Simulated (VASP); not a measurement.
WCl, 2 atoms in the cell. It takes space group P6/mmm (No. 191, hexagonal). Conventional cell: a = 2.938 Å, b = 2.938 Å, c = 4.669 Å, α = 90.00°, β = 90.00°, γ = 120.00°. W (site symmetry 6/mmm) has 2 Cl at 2.33 Å and 6 W at 2.94 Å within 3.1 Å. Within 3.1 Å of Cl (site symmetry 6/mmm) lie 2 W at 2.33 Å and 6 Cl at 2.94 Å. 

| Item | Value |
| --- | --- |
| Program | VASP 6.6.1 |
| Task | single point |
| Functional | PBE |
| Potentials or basis | VASP PAW PBE potentials, release 64 (W_sv, Cl) |
| Cutoff | 500 eV |
| k mesh | 7 × 7 × 3 |
| Occupations | gaussian, width 0.2 eV |
| Spin | no spin polarisation |
| Dipole correction | no |
| Further INCAR settings | ALGO = Normal; EDIFF = 1e-06; NBANDS = 18 |

Potentials or basis: VASP PAW PBE potentials, release 64 (W_sv, Cl).

Command:

```sh
$ cat potpaw_PBE.64/W_sv/POTCAR potpaw_PBE.64/Cl/POTCAR > POTCAR
$ mpirun -np 1 vasp_std > vasp.out
```

Hardware: 1 thread of Intel(R) Xeon(R) Platinum 8559C (Emerald Rapids), on a shared host.

Q: How long does it take, and how much memory?

A: It took 8.8 s on 1 thread of Intel(R) Xeon(R) Platinum 8559C (Emerald Rapids), with other jobs on the host, peak memory 0.15 GiB. Counts: scf iterations 12, k points 16.
